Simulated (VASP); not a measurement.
Set up this calculation in VASP 6.6.1, as the native input.

```
Task                   : single point
Functional             : PBE
Potentials or basis    : VASP PAW PBE potentials, release 64 (Mg, S)
Cutoff                 : 520 eV
k mesh                 : 8 × 8 × 8
Occupations            : fermi-dirac, width 0.01 eV
Spin                   : no spin polarisation
Dipole correction      : no
Further INCAR settings : ALGO = Normal; EDIFF = 1e-07; NBANDS = 11
```

The structure of MgS lies in POSCAR:

```
MgS
1.0
    0.0000000000      2.6016500000      2.6276665000
    2.6016500000      0.0000000000      2.6276665000
    2.6016500000      2.6016500000      0.0000000000
Mg S
1 1
Direct
    0.0000000000      0.0000000000      0.0000000000
    0.5000000000      0.5000000000      0.5000000000
```

This cell differs from its parent crystal: zz strain of +1 %.

These files were run (other wordings do the same):

INCAR

```
PREC = Accurate
ENCUT = 520
EDIFF = 1E-7
ISMEAR = -1
SIGMA = 0.01
LREAL = False
LASPH = True
NELM = 60
ALGO = Normal
ISIF = 2
LWAVE = False
LCHARG = False
GGA = PE
NBANDS = 11
```

KPOINTS

```
Automatic mesh
0
Gamma
  8 8 8
```

Potentials or basis: VASP PAW PBE potentials, release 64 (Mg, S).

The run is started by

```sh
$ cat potpaw_PBE.64/Mg/POTCAR potpaw_PBE.64/S/POTCAR > POTCAR
$ mpirun -np 1 vasp_std > vasp.out
```

It gave:

```json
{"Pressure": "0.1 GPa", "Band gap on the k mesh": "2.71 eV, indirect (least direct gap 3.60 eV)"}
```

Caveat: the cell differs from its parent crystal (zz strain of +1 %).

Wall time 10 s on 1 thread of Intel(R) Xeon(R) 6975P-C (Granite Rapids), with other jobs on the host, peak memory 0.16 GiB.
